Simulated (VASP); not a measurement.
# Ge (Cmcm) in VASP: further runs

Runs on Ge. Level: LDA. Tasks: single point.

Everything below comes from runs of VASP 6.6.1. Logs are shortened: lines on timing, memory, paths and dates and some standing lists are left out, and cuts for length are marked.

### 1 The cell of the first run

The structure is orthorhombic, space group Cmcm (No. 63). Conventional cell: a = 2.926 Å, b = 5.101 Å, c = 4.647 Å, α = 90.00°, β = 90.00°, γ = 90.00°. Ge (site symmetry m2m) has 12 Ge at 2.87 to 2.94 Å within 3.8 Å.

This isn't the form of Ge at room conditions, which is diamond.

### 2 Single point, LDA

INCAR

```
PREC = Accurate
ENCUT = 520
EDIFF = 1E-6
ISMEAR = 1
SIGMA = 0.05
LREAL = F
LASPH = T
NELM = 60
ALGO = Normal
ISIF = 2
LWAVE = F
LCHARG = F
NBANDS = 21
```

KPOINTS

```
regular mesh
0
Gamma
  11 11 6
```

POSCAR

```
Ge
1.0
    1.4628239402     -2.5507037059      0.0000000000
    1.4628239402      2.5507037059      0.0000000000
    0.0000000000      0.0000000000      4.6474557037
Ge
2
Direct
    0.6665500000      0.3334500000      0.2500000000
    0.3334500000      0.6665500000      0.7500000000
```

Potentials or basis: VASP PAW LDA potentials, release 64 (Ge_d).

Started as:

```sh
> cat potpaw_LDA.64/Ge_d/POTCAR > POTCAR
> mpirun -np 1 vasp_std > vasp.out
```

OUTCAR:

```text
PREC = Accurate
   ENCUT = 520
   EDIFF = 1E-6
   ISMEAR = 1
   LREAL = F
   LASPH = T
   NELM = 60
   ISIF = 2

 ion  position               nearest neighbor table
   1  0.667  0.333  0.250-   2 2.87   2 2.87   2 2.87   2 2.87   2 2.88   2 2.88
   2  0.333  0.667  0.750-   1 2.87   1 2.87   1 2.87   1 2.87   1 2.88   1 2.88

  LATTYP: Found a base centered orthorhombic cell.
 ALAT       =     2.9256478804
 B/A-ratio  =     1.7436846881
 C/A-ratio  =     1.5885218911

  Lattice vectors:

 A1 = (   1.4628239402,  -2.5507037059,   0.0000000000)
 A2 = (   1.4628239402,   2.5507037059,   0.0000000000)
 A3 = (   0.0000000000,   0.0000000000,   4.6474557037)

Analysis of symmetry for initial positions (statically):
=====================================================================
 Subroutine PRICEL returns:
 Original cell was already a primitive cell.

 Routine SETGRP: Setting up the symmetry group for a
 base centered orthorhombic supercell.

 Subroutine GETGRP returns: Found  8 space group operations
 (whereof  4 operations were pure point group operations)
 out of a pool of  8 trial point group operations.

The static configuration has the point symmetry C_2h.
 The point group associated with its full space group is D_2h.

Analysis of symmetry for dynamics (positions and initial velocities):
=====================================================================
 Subroutine PRICEL returns:
 Original cell was already a primitive cell.

 Routine SETGRP: Setting up the symmetry group for a
 base centered orthorhombic supercell.

 Subroutine GETGRP returns: Found  8 space group operations
 (whereof  4 operations were pure point group operations)
 out of a pool of  8 trial point group operations.

The dynamic configuration has the point symmetry C_2h.
 The point group associated with its full space group is D_2h.

 Subroutine INISYM returns: Found  8 space group operations
 (whereof  4 operations are pure point group operations),
 and found     1 'primitive' translations

----------------------------------------------------------------------------------------

                                     Primitive cell

  volume of cell :      34.6815

  direct lattice vectors                    reciprocal lattice vectors
     1.462823940 -2.550703706  0.000000000     0.341804633 -0.196024336  0.000000000
     1.462823940  2.550703706  0.000000000     0.341804633  0.196024336  0.000000000
     0.000000000  0.000000000  4.647455704     0.000000000  0.000000000  0.215171497

  length of vectors
     2.940398489  2.940398489  4.647455704     0.394025313  0.394025313  0.215171497

  position of ions in fractional coordinates (direct lattice)
     0.666550000  0.333450000  0.250000000
     0.333450000  0.666550000  0.750000000

  ion indices of the primitive-cell ions
   primitive index   ion index
                 1           1
                 2           2

----------------------------------------------------------------------------------------

 KPOINTS: regular mesh

Automatic generation of k-mesh.
 Grid dimensions read from file:
 generate k-points for:   11   11    6

 Generating k-lattice:

  Cartesian coordinates                     Fractional coordinates (reciprocal lattice)
     0.031073148 -0.017820394  0.000000000     0.090909091  0.000000000  0.000000000
     0.031073148  0.017820394  0.000000000     0.000000000  0.090909091  0.000000000
     0.000000000  0.000000000  0.035861916     0.000000000  0.000000000  0.166666667

  Length of vectors
     0.035820483  0.035820483  0.035861916

  Shift w.r.t. Gamma in fractional coordinates (k-lattice)
     0.000000000  0.000000000  0.000000000

 Subroutine IBZKPT returns following result:
 ===========================================

 Found    144 irreducible k-points:

 Following reciprocal coordinates:
            Coordinates               Weight
  0.000000  0.000000  0.000000      1.000000
  0.090909 -0.000000  0.000000      4.000000
  0.181818  0.000000  0.000000      4.000000
  0.272727  0.000000  0.000000      4.000000
  0.363636 -0.000000  0.000000      4.000000
  0.454545  0.000000  0.000000      4.000000
[... 16 lines left out ...]
 -0.272727  0.181818  0.000000      4.000000
 -0.181818  0.181818  0.000000      2.000000
 [... further k-points ...]
   k-points           NKPTS =    144   k-points in BZ     NKDIM =    144   number of bands    NBANDS=     21
   number of dos      NEDOS =    301   number of ions     NIONS =      2
   total plane-waves  NPLWV =  20736
   dimension x,y,z NGX =    24 NGY =   24 NGZ =   36
   dimension x,y,z NGXF=    48 NGYF=   48 NGZF=   72
   ions per type =               2
   NGX,Y,Z   is equivalent  to a cutoff of  13.57, 13.57, 12.88 a.u.
   NGXF,Y,Z  is equivalent  to a cutoff of  27.14, 27.14, 25.76 a.u.
 SYSTEM =  unknown system
   PREC   = accura    normal or accurate (medium, high low for compatibility)
   ISTART =      0    job   : 0-new  1-cont  2-samecut
   ICHARG =      2    charge: 1-file 2-atom 10-const
   ISPIN  =      1    spin polarized calculation?
   LNONCOLLINEAR =      F non collinear calculations
   LSORBIT =      F    spin-orbit coupling
   LASPH  =      T    aspherical Exc in radial PAW
   ENCUT  =  520.0 eV  38.22 Ry    6.18 a.u.   5.47  5.47  8.64*2*pi/ulx,y,z
   NELM   =     60;   NELMIN=  2; NELMDL= -5     # of ELM steps
   EDIFF  = 0.1E-05   stopping-criterion for ELM
   LREAL  =      F    real-space projection
   EDIFFG = 0.1E-04   stopping-criterion for IOM
   NSW    =      0    number of steps for IOM
   IBRION =     -1    ionic relax: 0-MD 1-quasi-New 2-CG
   NFREE  =      0    steps in history (QN), initial steepest desc. (CG)
   ISIF   =      2    stress and relaxation
   ISYM   =      2    0-nonsym 1-usesym 2-fastsym
   POTIM  = 0.5000    time-step for ionic-motion
   TEBEG  =    0.0;   TEEND  =   0.0 temperature during run
   PSTRESS=    0.0 pullay stress
   NELECT =      28.0000    total number of electrons
   NUPDOWN=      -1.0000    fix difference up-down
   EMIN   =  10.00;   EMAX   =-10.00  energy-range for DOS
   EFERMI =   0.00;   METHOD = LEGACY
   ISMEAR =     1;   SIGMA  =   0.05  broadening in eV -4-tet -1-fermi 0-gaus
   EFERMI_NEDOS =   21; number of points for ismear=-14 and -15
   IALGO  =     38    algorithm
   IMIX   =      4    mixing-type and parameters
     AMIX     =   0.40;   BMIX     =  1.00
     AMIX_MAG =   1.60;   BMIX_MAG =  1.00
  volume/ion in A,a.u.               =      17.34       117.02
  Fermi-wavevector in a.u.,A,eV,Ry     =   1.524386  2.880673 31.616591  2.323754
  Thomas-Fermi vector in A             =   2.632700
   LORBIT       =      0    0 simple, 1 ext, 2 COOP (PROOUT), +10 PAW based schemes
   GGA     = CA    functional components
   LHFCALC =     F    Hartree Fock is set to
   AEXX    =    0.0000 exact exchange contribution
   IVDW    =     0    specifies the selected vdW correction
   LEPSILON=     F    determine dielectric tensor
   LRPA    =     F    only Hartree local field effects (RPA)
 non-spin polarized calculation
 Methfessel and Paxton  Order N= 1 SIGMA  =   0.05
  energy-cutoff  :      520.00
  volume of cell :       34.68
 maximum number of plane-waves:       965
 NGX is ok and might be reduce to    24
   NGX = 11   NGY = 11   NGZ = 17

 number of electron      28.0000005 magnetization

 Free energy of the ion-electron system (eV)
  ---------------------------------------------------
  ext. energy  EPLUGINS =         0.00000000
  ---------------------------------------------------
  free energy    TOTEN  =        -9.75727293 eV

  energy without entropy =       -9.75728114  energy(sigma->0) =       -9.75727567

 E-fermi :   7.4788     XC(G=0): -12.0118

 val. band max:        7.4239144339   @ k =  -0.3636   0.1818   0.5000
 cond. band min:       7.4807036186   @ k =   0.4545   0.1818   0.5000
 fundamental gap:      0.0567891847
 Fermi energy:         7.4788030730

 k-point     1 :       0.0000    0.0000    0.0000
  band No.  band energies     occupation
      1     -17.3944      2.00000
      2     -17.3867      2.00000
      3     -17.3824      2.00000
      4     -17.3776      2.00000
      5     -17.3754      2.00000
      6     -17.3719      2.00000
[... 13 lines left out ...]
     20      20.6311      0.00000
     21      21.9946      0.00000

 k-point     2 :       0.0909   -0.0000    0.0000
  band No.  band energies     occupation
      1     -17.3975      2.00000
      2     -17.3884      2.00000
      3     -17.3772      2.00000
      4     -17.3697      2.00000
      5     -17.3672      2.00000
      6     -17.3647      2.00000
[... 13 lines left out ...]
     20      20.7314      0.00000
     21      22.0191      0.00000

 k-point     3 :       0.1818    0.0000    0.0000
  band No.  band energies     occupation
      1     -17.4139      2.00000
      2     -17.3837      2.00000
      3     -17.3693      2.00000
      4     -17.3672      2.00000
      5     -17.3619      2.00000
      6     -17.3550      2.00000
[... 13 lines left out ...]
     20      20.9505      0.00000
     21      22.0136      0.00000

 k-point     4 :       0.2727    0.0000    0.0000
  band No.  band energies     occupation
      1     -17.4325      2.00000
      2     -17.3855      2.00000
      3     -17.3838      2.00000
      4     -17.3779      2.00000
      5     -17.3478      2.00000
      6     -17.3259      2.00000
[... 13 lines left out ...]
     20      19.9477      0.00000
     21      21.5031      0.00000

 k-point     5 :       0.3636   -0.0000    0.0000
  band No.  band energies     occupation
      1     -17.4483      2.00000
      2     -17.4022      2.00000
      3     -17.3874      2.00000
      4     -17.3870      2.00000
      5     -17.3328      2.00000
      6     -17.3177      2.00000
[... 13 lines left out ...]
     20      19.3180      0.00000
     21      20.8988      0.00000

 k-point     6 :       0.4545    0.0000    0.0000
  band No.  band energies     occupation
      1     -17.4574      2.00000
      2     -17.4127      2.00000
      3     -17.3923      2.00000
      4     -17.3903      2.00000
      5     -17.3247      2.00000
      6     -17.3236      2.00000
[... 13 lines left out ...]
     20      18.9923      0.00000
     21      20.5547      0.00000

 k-point     7 :       0.0909    0.0909    0.0000
  band No.  band energies     occupation
      1     -17.3983      2.00000
      2     -17.3974      2.00000
      3     -17.3664      2.00000
      4     -17.3645      2.00000
      5     -17.3640      2.00000
      6     -17.3576      2.00000
[... 13 lines left out ...]
     20      19.6297      0.00000
     21      21.1362      0.00000
[... 291 lines left out ...]
      1     -17.4270      2.00000
      2     -17.4218      2.00000
      3     -17.3748      2.00000
      4     -17.3704      2.00000
      5     -17.3324      2.00000
      6     -17.3276      2.00000
[... 13 lines left out ...]
     20      19.0186      0.00000
     21      24.9242      0.00000

 k-point    21 :      -0.4545    0.1818    0.0000
  band No.  band energies     occupation
      1     -17.4163      2.00000
      2     -17.4148      2.00000
      3     -17.3840      2.00000
      4     -17.3759      2.00000
      5     -17.3367      2.00000
      6     -17.3235      2.00000
[... 13 lines left out ...]
     20      19.3728      0.00000
     21      23.2700      0.00000

 k-point    22 :      -0.3636    0.1818    0.0000
  band No.  band energies     occupation
      1     -17.4050      2.00000
      2     -17.4020      2.00000
      3     -17.3987      2.00000
      4     -17.3752      2.00000
      5     -17.3450      2.00000
      6     -17.3291      2.00000
[... 13 lines left out ...]
     20      19.7292      0.00000
     21      20.6705      0.00000

 k-point    23 :      -0.2727    0.1818    0.0000
  band No.  band energies     occupation
      1     -17.4176      2.00000
      2     -17.3905      2.00000
      3     -17.3808      2.00000
      4     -17.3716      2.00000
      5     -17.3584      2.00000
      6     -17.3379      2.00000
[... 13 lines left out ...]
     20      19.0675      0.00000
     21      21.1965      0.00000

 k-point    24 :      -0.1818    0.1818    0.0000
  band No.  band energies     occupation
      1     -17.4167      2.00000
      2     -17.3847      2.00000
      3     -17.3695      2.00000
      4     -17.3662      2.00000
      5     -17.3639      2.00000
      6     -17.3529      2.00000
[... 13 lines left out ...]
     20      20.9415      0.00000
     21      22.1275      0.00000

 [... further k-points ...]

------------------------ aborting loop because EDIFF is reached ----------------------------------------

  FORCE on cell =-STRESS in cart. coord.  units (eV):
  Direction    XX          YY          ZZ          XY          YZ          ZX
  --------------------------------------------------------------------------------------
  -------------------------------------------------------------------------------------
  Total        0.0918170      0.0863096      1.6881349      0.0000000      0.0000000      0.0000000
  in kB        4.2416638      3.9872378     77.9866732      0.0000000      0.0000000      0.0000000
  external PRESSURE =      28.7385249 kB  Pullay stress =       0.0000000 kB

 VOLUME and BASIS-vectors are now :
 -----------------------------------------------------------------------------
  energy-cutoff  :      520.00
  volume of cell :       34.68
      direct lattice vectors                 reciprocal lattice vectors
     1.462823940 -2.550703706  0.000000000     0.341804633 -0.196024336  0.000000000
     1.462823940  2.550703706  0.000000000     0.341804633  0.196024336  0.000000000
     0.000000000  0.000000000  4.647455704     0.000000000  0.000000000  0.215171497

 POSITION                                       TOTAL-FORCE (eV/Angst)
 -----------------------------------------------------------------------------------
      1.46282     -0.84964      1.16186         0.000000      0.006818      0.000000
      1.46282      0.84964      3.48559         0.000000     -0.006818     -0.000000
 -----------------------------------------------------------------------------------
    total drift:                                0.000000     -0.000000     -0.000000

  FREE ENERGIE OF THE ION-ELECTRON SYSTEM (eV)
  ---------------------------------------------------
  free  energy   TOTEN  =        -9.7572729309 eV

  energy  without entropy=       -9.7572811441  energy(sigma->0) =       -9.75727567
```

Run time: 28 s. Hardware: 1 thread of AMD EPYC 9R45 (Zen 5), shared host; peak memory 0.17 GiB.

Results:

| Quantity | Value |
| --- | --- |
| Free energy | -9.7573 eV |
| Pressure | 2.9 GPa |
| Largest force | 0.007 eV/Å |
| Band gap on the k mesh | zero (bands 14 and 15 overlap by 9.78 eV) |

Forces on the atoms (eV/Å):
```
Ge   0.000  0.007  0.000
Ge   0.000 -0.007  0.000
```

Caveat: the stress differs along the axes, from 0 to 8 GPa.

### 3 Single point, LDA

This run uses another cell than the first one, of 17.89 Å³/atom.

INCAR

```
SYSTEM = Ge
  PREC = Accurate
  ENCUT = 520
  EDIFF = 1E-6
  ISMEAR = 1
  SIGMA = 0.05
  LREAL = .FALSE.
  LASPH = .TRUE.
  NELM = 100
  ALGO = Normal
  ISIF = 2
  LWAVE = .FALSE.
  LCHARG = .FALSE.
  GGA = CA
  NBANDS = 21
```

KPOINTS

```
regular mesh
0
G
  11 11 6
  0 0 0
```

POSCAR

```
Ge
1.0
    1.4780627863     -2.5772754484      0.0000000000
    1.4780627863      2.5772754484      0.0000000000
    0.0000000000      0.0000000000      4.6958701849
Ge
2
Direct
    0.6665500000      0.3334500000      0.2500000000
    0.3334500000      0.6665500000      0.7500000000
```

Potentials or basis: VASP PAW LDA potentials, release 64 (Ge_d).

Started as:

```sh
> cat potpaw_LDA.64/Ge_d/POTCAR > POTCAR
> mpirun -np 1 vasp_std > vasp.out
```

It took 28 s on 1 thread of AMD EPYC 9R45 (Zen 5), shared host; peak memory 0.17 GiB.

Results (log left out):

* Free energy: -9.7688 eV
* Pressure: 0.1 GPa
* Largest force: 0.008 eV/Å
* Band gap on the k mesh: zero (bands 14 and 15 overlap by 9.45 eV)

Forces on the atoms (eV/Å):
```
Ge   0.000  0.008  0.000
Ge   0.000 -0.008  0.000
```

Stress tensor (GPa, compression positive):
```
-2.26  0.00  0.00
 0.00 -1.87  0.00
 0.00  0.00  4.56
```

Levels at points of the mesh, in eV from the Fermi level:
| k point | band 10 | band 11 | band 12 | band 13 | band 14 | band 15 | band 16 | band 17 | band 18 | band 19 |
| --- | --- | --- | --- | --- | --- | --- | --- | --- | --- | --- |
| (0.00, 0.00, 0.00) | -24.74 | -13.65 | -7.66 | -5.72 | 6.54 | 6.66 | 8.65 | 8.77 | 10.09 | 11.52 |
| (0.00, 0.00, 0.50) | -24.76 | -11.95 | -11.95 | 1.79 | 1.79 | 7.69 | 7.69 | 7.80 | 7.80 | 12.82 |

Caveat: the stress differs along the axes, from -2 to 5 GPa.

The gap in the log of VASP goes by the Fermi energy; the results here count the filled bands.